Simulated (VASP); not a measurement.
# C (P1) in VASP: further runs

C is run at these levels: PBE; tasks: relaxation of cell and atoms.

Everything below comes from runs of VASP 6.6.1. Logs are shortened: lines on timing, memory, paths and dates and some standing lists are left out, and cuts for length are marked.

## 1. The cell of the first run

The typed cell holds 8 atoms: a = 2.503 Å, b = 4.135 Å, c = 4.348 Å, α = 87.05°, β = 90.07°, γ = 89.83°.

## 2. Relaxation of cell and atoms, PBE

INCAR reads:

```
PREC     = Accurate       # precision mode
ENCUT    = 600            # plane-wave cutoff, eV
EDIFF    = 1E-6           # SCF threshold, eV
ISMEAR   = 0              # smearing method
SIGMA    = 0.1            # smearing width, eV
LREAL    = False          # projectors in reciprocal space
LASPH    = True           # aspherical terms in the spheres
NELM     = 60             # most SCF steps
ALGO     = Normal         # electronic algorithm
ISIF     = 3              # what is computed and relaxed
LWAVE    = False          # write WAVECAR
LCHARG   = False          # write CHGCAR
GGA      = PE             # functional
IBRION   = 2              # ionic algorithm
NSW      = 80             # ionic steps
EDIFFG   = -0.025         # ionic threshold
```

KPOINTS reads:

```
regular mesh
0
Gamma
  6 4 4
```

POSCAR reads:

```
C
1.0
   -2.5025522691      0.0016016377     -0.0037063829
   -0.0061690879     -0.1070888474     -4.1338499317
    0.0027741177     -4.3470663537     -0.1114382274
C
8
Direct
    0.5674608085      0.3952263379      0.8234997561
    0.9699798895      0.4722495770      0.2781483482
    0.0282531410      0.9821318643      0.7070029656
    0.5386762468      0.9516093952      0.1587891007
    0.4816291878      0.0303161987      0.8424197656
    1.0261743239      0.0243297109      0.3528760940
    0.0190913947      0.5929910499      0.7052948333
    0.3687350076      0.5511458661      0.1319691364
```

Potentials or basis: VASP PAW PBE potentials, release 64 (C).

On the command line:

```
$ cat potpaw_PBE.64/C/POTCAR > POTCAR
$ mpirun -np 1 vasp_std > vasp.out
```

OUTCAR:

```text
PREC = Accurate
   ENCUT = 600
   EDIFF = 1E-6
   ISMEAR = 0
   LREAL = False
   LASPH = True
   NELM = 60
   ISIF = 3
   GGA = PE
   IBRION = 2
   NSW = 80
   EDIFFG = -0.025

 ion  position               nearest neighbor table
   1  0.567  0.395  0.823-   7 1.47   5 1.52   8 1.60   7 1.66
   2  0.970  0.472  0.278-   8 1.22   8 1.66   6 1.87   7 1.95
   3  0.028  0.982  0.707-   5 1.30   5 1.51   6 1.54   7 1.61
   4  0.539  0.952  0.159-   5 1.40   6 1.52   6 1.57   8 1.72
   5  0.482  0.030  0.842-   3 1.30   4 1.40   3 1.51   1 1.52
   6  0.026  0.024  0.353-   4 1.52   3 1.54   4 1.57   2 1.87
   7  0.019  0.593  0.705-   1 1.47   3 1.61   1 1.66   2 1.95   8 2.05
   8  0.369  0.551  0.132-   2 1.22   1 1.60   2 1.66   4 1.72   7 2.05

  LATTYP: Found a triclinic cell.
 ALAT       =     5.0145002428
 B/A-ratio  =     1.2270832095
 C/A-ratio  =     0.4990637960
 COS(alpha) =     0.0011102728
 COS(beta)  =     0.4979886747
 COS(gamma) =     0.6434130731

  Lattice vectors:

 A1 = (   2.4997781514,   4.3454647160,   0.1151446103)
 A2 = (   0.0033949702,   4.4541552011,   4.2452881591)
 A3 = (   2.5025522691,  -0.0016016377,   0.0037063829)

Analysis of symmetry for initial positions (statically):
=====================================================================
 Subroutine PRICEL returns:
 Original cell was already a primitive cell.

 Routine SETGRP: Setting up the symmetry group for a
 triclinic supercell.

 Subroutine GETGRP returns: Found  1 space group operations
 (whereof  1 operations were pure point group operations)
 out of a pool of  2 trial point group operations.

The static configuration has the point symmetry C_1 .

Analysis of symmetry for dynamics (positions and initial velocities):
=====================================================================
 Subroutine PRICEL returns:
 Original cell was already a primitive cell.

 Routine SETGRP: Setting up the symmetry group for a
 triclinic supercell.

 Subroutine GETGRP returns: Found  1 space group operations
 (whereof  1 operations were pure point group operations)
 out of a pool of  2 trial point group operations.

The dynamic configuration has the point symmetry C_1 .

 Subroutine INISYM returns: Found  1 space group operations
 (whereof  1 operations are pure point group operations),
 and found     1 'primitive' translations

----------------------------------------------------------------------------------------

                                     Primitive cell

  volume of cell :      44.9412

  direct lattice vectors                    reciprocal lattice vectors
[... 117 lines left out ...]
   IMIX   =      4    mixing-type and parameters
     AMIX     =   0.40;   BMIX     =  1.00
     AMIX_MAG =   1.60;   BMIX_MAG =  1.00
  volume/ion in A,a.u.               =       5.62        37.91
  Fermi-wavevector in a.u.,A,eV,Ry     =   1.461874  2.762542 29.076687  2.137076
  Thomas-Fermi vector in A             =   2.578154
   LORBIT       =      0    0 simple, 1 ext, 2 COOP (PROOUT), +10 PAW based schemes
   GGA     = PE    functional components
   LHFCALC =     F    Hartree Fock is set to
   AEXX    =    0.0000 exact exchange contribution
   IVDW    =     0    specifies the selected vdW correction
   LEPSILON=     F    determine dielectric tensor
   LRPA    =     F    only Hartree local field effects (RPA)
 conjugate gradient relaxation of ions
 non-spin polarized calculation
 Gauss-broadening in eV      SIGMA  =   0.10
  energy-cutoff  :      600.00
  volume of cell :       44.94
 maximum number of plane-waves:      1518
   NGX =  9   NGY = 17   NGZ = 17

--------------------------------------- Ionic step        1  -------------------------------------------

 number of electron      32.0000001 magnetization

 Free energy of the ion-electron system (eV)
  ---------------------------------------------------
  ext. energy  EPLUGINS =         0.00000000
  ---------------------------------------------------
  free energy    TOTEN  =       -62.65144569 eV

  energy without entropy =      -62.65031428  energy(sigma->0) =      -62.65087999

------------------------ aborting loop because EDIFF is reached ----------------------------------------

  FORCE on cell =-STRESS in cart. coord.  units (eV):
  Direction    XX          YY          ZZ          XY          YZ          ZX
  --------------------------------------------------------------------------------------
  -------------------------------------------------------------------------------------
  Total       15.6984938     12.8092443     10.9384258     -3.2248439     -5.2001290      3.9917075
  in kB      559.6597851    456.6564796    389.9607888   -114.9674279   -185.3874096    142.3065280
  external PRESSURE =     468.7590178 kB  Pullay stress =       0.0000000 kB
[... 107 lines left out ...]
  FREE ENERGIE OF THE ION-ELECTRON SYSTEM (eV)
  ---------------------------------------------------
  free  energy   TOTEN  =       -63.5094724649 eV

  energy  without entropy=      -63.5032045413  energy(sigma->0) =      -63.50633850

 E-fermi :   9.9587     XC(G=0): -12.6952

 val. band max:        9.9192231205   @ k =   0.5000  -0.0000   0.0000
 cond. band min:       9.9662503361   @ k =   0.0000   0.5000   0.0000
 fundamental gap:      0.0470272156
 Fermi energy:         9.9587397689

 k-point     1 :       0.0000    0.0000    0.0000
  band No.  band energies     occupation
      1     -12.2569      2.00000
      2      -8.1816      2.00000
      3      -6.4432      2.00000
      4      -5.3002      2.00000
      5      -4.6713      2.00000
      6      -2.6960      2.00000
[... 565 lines left out ...]
     20      13.9970      0.00000
     21      15.0966      0.00000

 [... further k-points ...]

[... ionic steps 4 to 17 ...]

--------------------------------------- Ionic step       18  -------------------------------------------

 number of electron      32.0000001 magnetization

------------------------ aborting loop because EDIFF is reached ----------------------------------------
[... 79 lines left out ...]
--------------------------------------- Ionic step       20  -------------------------------------------

 number of electron      32.0000001 magnetization

 Free energy of the ion-electron system (eV)
  ---------------------------------------------------
  ext. energy  EPLUGINS =         0.00000000
  ---------------------------------------------------
  free energy    TOTEN  =       -72.55449465 eV

  energy without entropy =      -72.55449465  energy(sigma->0) =      -72.55449465

 E-fermi :  10.4175     XC(G=0): -13.2121

 val. band max:        9.9178955179   @ k =   0.0000   0.0000   0.0000
 cond. band min:      13.2619582519   @ k =   0.3333  -0.0000   0.0000
 fundamental gap:      3.3440627340
 Fermi energy:        10.4174827121

 k-point     1 :       0.0000    0.0000    0.0000
  band No.  band energies     occupation
      1     -11.7769      2.00000
      2      -6.5543      2.00000
      3      -6.2383      2.00000
      4      -4.7283      2.00000
      5      -3.6895      2.00000
      6      -1.4022      2.00000
[... 602 lines left out ...]
  FREE ENERGIE OF THE ION-ELECTRON SYSTEM (eV)
  ---------------------------------------------------
  free  energy   TOTEN  =       -72.5544946540 eV

  energy  without entropy=      -72.5544946540  energy(sigma->0) =      -72.55449465

 reached required accuracy - stopping structural energy minimisation
```

It took 9.4 min on 1 thread of Intel Xeon Platinum 8488C (Sapphire Rapids), shared host; peak memory 0.18 GiB.

What came out:

```
Free energy                           : -72.5545 eV
Relaxed volume                        : 5.71 Å³/atom
Relaxed cell                          : a = 2.512 Å, b = 4.180 Å, c = 4.350 Å, α = 90.01°, β = 90.00°, γ = 90.00°
Space group after relaxing (to 0.1 Å) : P6_3/mmc (No. 194)
Pressure after relaxing               : 0.0 GPa
Largest force after relaxing          : 0.011 eV/Å
Band gap on the k mesh                : 3.34 eV (least direct gap 4.47 eV)
```

Forces on the atoms (eV/Å):
```
C   -0.007 -0.002 -0.002
C   -0.009  0.003  0.005
C   -0.005  0.004  0.004
C    0.002 -0.011  0.002
C    0.000  0.005 -0.007
C    0.009  0.008  0.000
C    0.007 -0.005  0.003
C    0.003 -0.002 -0.004
```

Final structure:
```xyz
8
Lattice="-2.5120 0.0002 -0.0004 0.0005 -0.0001 -4.1800 -0.0005 -4.3500 0.0006" Properties=species:S:1:pos:R:3 pbc="T T T"
C    -1.2560   -3.6247   -1.8274
C    -2.5117   -1.4498   -1.8281
C    -2.5117   -2.9001   -3.9178
C    -1.2558   -0.7250   -3.9179
C    -1.2563   -3.6250   -0.2617
C    -0.0005   -1.4502   -0.2621
C     0.0000   -2.8999   -2.3519
C    -1.2557   -0.7248   -2.3522
```

## 3. Relaxation of cell and atoms, PBE

INCAR is that of step 2.

KPOINTS is that of step 2.

POSCAR is that of step 2.

Potentials or basis: VASP PAW PBE potentials, release 64 (C).

On the command line:

```
$ cat potpaw_PBE.64/C/POTCAR > POTCAR
$ mpirun -np 1 vasp_std > vasp.out
```

OUTCAR:

```text
PREC = Accurate
   ENCUT = 600
   EDIFF = 1E-6
   ISMEAR = 0
   LREAL = False
   LASPH = True
   NELM = 60
   ISIF = 3
   GGA = PE
   IBRION = 2
   NSW = 80
   EDIFFG = -0.025

 ion  position               nearest neighbor table
   1  0.567  0.395  0.823-   7 1.47   5 1.52   8 1.60   7 1.66
   2  0.970  0.472  0.278-   8 1.22   8 1.66   6 1.87   7 1.95
   3  0.028  0.982  0.707-   5 1.30   5 1.51   6 1.54   7 1.61
   4  0.539  0.952  0.159-   5 1.40   6 1.52   6 1.57   8 1.72
   5  0.482  0.030  0.842-   3 1.30   4 1.40   3 1.51   1 1.52
   6  0.026  0.024  0.353-   4 1.52   3 1.54   4 1.57   2 1.87
   7  0.019  0.593  0.705-   1 1.47   3 1.61   1 1.66   2 1.95   8 2.05
   8  0.369  0.551  0.132-   2 1.22   1 1.60   2 1.66   4 1.72   7 2.05

  LATTYP: Found a triclinic cell.
 ALAT       =     5.0145002428
 B/A-ratio  =     1.2270832095
 C/A-ratio  =     0.4990637960
 COS(alpha) =     0.0011102728
 COS(beta)  =     0.4979886747
 COS(gamma) =     0.6434130731

  Lattice vectors:

 A1 = (   2.4997781514,   4.3454647160,   0.1151446103)
 A2 = (   0.0033949702,   4.4541552011,   4.2452881591)
 A3 = (   2.5025522691,  -0.0016016377,   0.0037063829)

Analysis of symmetry for initial positions (statically):
=====================================================================
 Subroutine PRICEL returns:
 Original cell was already a primitive cell.

 Routine SETGRP: Setting up the symmetry group for a
[... 191 lines left out ...]
  external PRESSURE =     468.7590178 kB  Pullay stress =       0.0000000 kB
[... 107 lines left out ...]
  FREE ENERGIE OF THE ION-ELECTRON SYSTEM (eV)
  ---------------------------------------------------
  free  energy   TOTEN  =       -63.5094724649 eV

  energy  without entropy=      -63.5032045413  energy(sigma->0) =      -63.50633850

 E-fermi :   9.9587     XC(G=0): -12.6952

 val. band max:        9.9192231205   @ k =   0.5000  -0.0000   0.0000
 cond. band min:       9.9662503361   @ k =   0.0000   0.5000   0.0000
 fundamental gap:      0.0470272156
 Fermi energy:         9.9587397689

 k-point     1 :       0.0000    0.0000    0.0000
  band No.  band energies     occupation
      1     -12.2569      2.00000
      2      -8.1816      2.00000
      3      -6.4432      2.00000
      4      -5.3002      2.00000
      5      -4.6713      2.00000
      6      -2.6960      2.00000
[... 565 lines left out ...]
     20      13.9970      0.00000
     21      15.0966      0.00000

 [... further k-points ...]

[... ionic steps 4 to 17 ...]

--------------------------------------- Ionic step       18  -------------------------------------------

 number of electron      32.0000001 magnetization

------------------------ aborting loop because EDIFF is reached ----------------------------------------
[... 79 lines left out ...]
--------------------------------------- Ionic step       20  -------------------------------------------

 number of electron      32.0000001 magnetization

 Free energy of the ion-electron system (eV)
  ---------------------------------------------------
  ext. energy  EPLUGINS =         0.00000000
  ---------------------------------------------------
  free energy    TOTEN  =       -72.55449465 eV

  energy without entropy =      -72.55449465  energy(sigma->0) =      -72.55449465

 E-fermi :  10.4175     XC(G=0): -13.2121

 val. band max:        9.9178955179   @ k =   0.0000   0.0000   0.0000
 cond. band min:      13.2619582519   @ k =   0.3333  -0.0000   0.0000
 fundamental gap:      3.3440627340
 Fermi energy:        10.4174827121

 k-point     1 :       0.0000    0.0000    0.0000
  band No.  band energies     occupation
      1     -11.7769      2.00000
      2      -6.5543      2.00000
      3      -6.2383      2.00000
      4      -4.7283      2.00000
      5      -3.6895      2.00000
      6      -1.4022      2.00000
[... 602 lines left out ...]
  FREE ENERGIE OF THE ION-ELECTRON SYSTEM (eV)
  ---------------------------------------------------
  free  energy   TOTEN  =       -72.5544946540 eV

  energy  without entropy=      -72.5544946540  energy(sigma->0) =      -72.55449465

 reached required accuracy - stopping structural energy minimisation
```

Wall time 15 min (1 thread of Intel Xeon 8259CL, shared host); peak memory 0.19 GiB.

Results:

```yaml
Free_energy: -72.5545 eV
Relaxed_volume: 5.71 Å³/atom
Relaxed_cell: a = 2.512 Å, b = 4.180 Å, c = 4.350 Å, α = 90.01°, β = 90.00°, γ = 90.00°
Space_group_after_relaxing_to_0.1_Å: P6_3/mmc (No. 194)
Pressure_after_relaxing: 0.0 GPa
Largest_force_after_relaxing: 0.011 eV/Å
Band_gap_on_the_k_mesh: 3.34 eV (least direct gap 4.47 eV)
```

Forces on the atoms (eV/Å):
```
C   -0.007 -0.002 -0.002
C   -0.009  0.003  0.005
C   -0.005  0.004  0.004
C    0.002 -0.011  0.002
C    0.000  0.005 -0.007
C    0.009  0.008  0.000
C    0.007 -0.005  0.003
C    0.003 -0.002 -0.004
```

Final structure:
```yaml
crystal:
  lattice:
    - [-2.51197, 0.00025, -0.00037]
    - [0.00053, -0.00012, -4.17998]
    - [-0.00047, -4.34999, 0.00060]
  atoms:
    - { symbol: C, position: [0.49992, 0.43725, 0.83329] }
    - { symbol: C, position: [0.99991, 0.43730, 0.33332] }
    - { symbol: C, position: [0.99996, 0.93728, 0.66672] }
    - { symbol: C, position: [0.50011, 0.93728, 0.16667] }
    - { symbol: C, position: [0.49998, 0.06269, 0.83336] }
    - { symbol: C, position: [0.00014, 0.06274, 0.33337] }
    - { symbol: C, position: [0.00000, 0.56274, 0.66663] }
    - { symbol: C, position: [0.49998, 0.56271, 0.16664] }
```

A k mesh can miss the band edges.
